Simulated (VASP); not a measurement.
Wanted: the native input for a VASP 6.6.1 run.

```
Task                   : single point
Functional             : r2SCAN
Dispersion             : D3(BJ)
Potentials or basis    : VASP PAW PBE potentials, release 64 (Sn_d, O)
Cutoff                 : 520 eV
k mesh                 : 12 × 12 × 2
Occupations            : gaussian, width 0.01 eV
Spin                   : no spin polarisation
Dipole correction      : no
Further INCAR settings : ALGO = Normal; EDIFF = 1e-07; NBANDS = 35
```

SnO2:

```
Sn O
1.0
     3.24131    0.00000    0.00000
    -1.62065    2.80706    0.00000
     0.00000    0.00000   10.82641
Sn O
2 4
Cartesian
  0.0000 0.0000 5.4132
  0.0000 0.0000 0.0000
  1.6207 0.9357 4.3940
  1.6207 0.9357 1.0192
  0.0000 1.8714 6.4324
  0.0000 1.8714 9.8072
```

The input as run:

POSCAR

```
SnO2
1.0
    3.2413088895      0.0000000000      0.0000000000
   -1.6206544447      2.8070559553      0.0000000000
    0.0000000000      0.0000000000     10.8264113065
Sn O
2 4
Direct
    0.0000000000      0.0000000000      0.5000000000
    0.0000000000      0.0000000000      0.0000000000
    0.6666666667      0.3333333333      0.4058620000
    0.6666666667      0.3333333333      0.0941380000
    0.3333333333      0.6666666667      0.5941380000
    0.3333333333      0.6666666667      0.9058620000
```

INCAR.step1

```
ALGO     = Normal         # electronic algorithm
EDIFF    = 1E-4           # SCF threshold, eV
ENCUT    = 520            # plane-wave cutoff, eV
GGA      = PE             # functional
ISMEAR   = 0              # smearing method
LASPH    = True           # aspherical terms in the spheres
LCHARG   = False          # write CHGCAR
LREAL    = False          # projectors in reciprocal space
LWAVE    = True           # write WAVECAR
NBANDS   = 35             # bands
NELM     = 60             # most SCF steps
PREC     = Accurate       # precision mode
SIGMA    = 0.01           # smearing width, eV
```

INCAR.step2

```
ALGO     = Normal         # electronic algorithm
EDIFF    = 1E-7           # SCF threshold, eV
ENCUT    = 520            # plane-wave cutoff, eV
ISIF     = 2              # what is computed and relaxed
ISMEAR   = 0              # smearing method
ISTART   = 1            
IVDW     = 12             # dispersion correction
LASPH    = True           # aspherical terms in the spheres
LCHARG   = True           # write CHGCAR
LELF     = True           # ELF
LMIXTAU  = True         
LREAL    = False          # projectors in reciprocal space
LVHAR    = True         
LWAVE    = False          # write WAVECAR
METAGGA  = R2SCAN         # meta-GGA
NBANDS   = 35             # bands
NELM     = 60             # most SCF steps
PREC     = Accurate       # precision mode
SIGMA    = 0.01           # smearing width, eV
VDW_A1   = 0.49484001   
VDW_A2   = 5.73083694   
VDW_S6   = 1.0          
VDW_S8   = 0.78981345
```

KPOINTS

```
k-points
0
Gamma
  12 12 2
```

Potentials or basis: VASP PAW PBE potentials, release 64 (Sn_d, O).

Launch:

```sh
$ cat potpaw_PBE.64/Sn_d/POTCAR potpaw_PBE.64/O/POTCAR > POTCAR
$ cp INCAR.step1 INCAR
$ mpirun -np 1 vasp_std > vasp.out
$ cp INCAR.step2 INCAR
$ mpirun -np 1 vasp_std > vasp.out
```

It gave:

* Pressure: -7.3 GPa
* Largest force: 0.654 eV/Å
* Band gap on the k mesh: 2.54 eV, indirect (least direct gap 2.92 eV)
* Dispersion energy per atom: -0.075 eV

Caveat: the PAW data sets were made with another functional, which shifts forces and pressure a little; spin-orbit coupling is left out, which moves the levels of the heavy elements.

It took 6.9 min on 1 thread of Intel(R) Xeon(R) Platinum 8259CL CPU @ 2.50GHz (Skylake/Cascade Lake) (shared host), peak memory 0.28 GiB.
